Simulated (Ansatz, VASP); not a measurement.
# One calculation of CdTe, two programs

```xyz
2
Lattice="0.0000 3.2050 3.2050 3.2050 0.0000 3.2050 3.2050 3.2050 0.0000" Properties=species:S:1:pos:R:3 pbc="T T T"
Te    4.8075    4.8075    4.8075
Cd    0.0000    0.0000    0.0000
```

Alike in both runs: task single point; functional PBE; k mesh 6 × 6 × 6; occupations fermi-dirac, width 0.05 eV; no spin polarisation.

|  | VASP | Ansatz |
| --- | --- | --- |
| version | VASP 6.6.1 | Ansatz 0.2.0 |
| potentials or method | VASP PAW PBE potentials, release 64 (Te, Cd), cutoff 520 eV | all-electron PAW datasets made for the crystal |

VASP gave:

- gap on the k mesh at the Fermi level (eV): 0.87
- least direct gap on the mesh (eV): 0.87
- pressure (GPa): 4.4

Task: Estimate Ansatz's values.

Result: gap on the k mesh at the Fermi level (eV): 0.87; least direct gap on the mesh (eV): 0.87; pressure (GPa): 4.3.

Ansatz ran all-electron here, and VASP with PAW potentials.

Neither program's run includes spin-orbit coupling.
